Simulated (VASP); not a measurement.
Runs of VASP 6.6.1 on NaCl. The structure is that of space group Pm-3m (No. 221), or close to it. The cells are those of the table. 

```csv
task,level,potentials or basis,cell,k mesh,smearing,grid for exact exchange (PRECFOCK),share of exact exchange,gap on the mesh (eV),pressure (GPa)
single point,LDA,"VASP PAW LDA potentials, release 64 (Cl, Na_pv)","a = 3.370 Å, 2 atoms",8 × 8 × 8,fermi-dirac 0.05 eV,-,-,(a),0.0
dielectric tensor,LDA,"VASP PAW LDA potentials, release 64 (Cl, Na_pv)","a = 3.502 Å, 2 atoms",8 × 8 × 8,gaussian 0.01 eV,-,-,3.61,-
single point,PBE0,"VASP PAW PBE potentials, release 64 (Cl, Na_pv)","a = 3.502 Å, 2 atoms",4 × 4 × 4,fermi-dirac 0.05 eV,Normal,0.25,(b),-0.5
single point,LDA,"VASP PAW LDA potentials, release 64 (Cl, Na_pv)","a = 3.502 Å, 2 atoms",8 × 8 × 8,fermi-dirac 0.05 eV,-,-,3.61,-3.1
```

Alike in all rows: no spin polarisation.

Question: Estimate the missing entries.

Answer: (a) 4.01; (b) 6.03.

Caveats: some runs use coarse meshes; the PAW data sets were made with another functional, which shifts forces and pressure a little (at least some runs); the cell stands under tension (at least some runs).

A k mesh can miss the band edges.
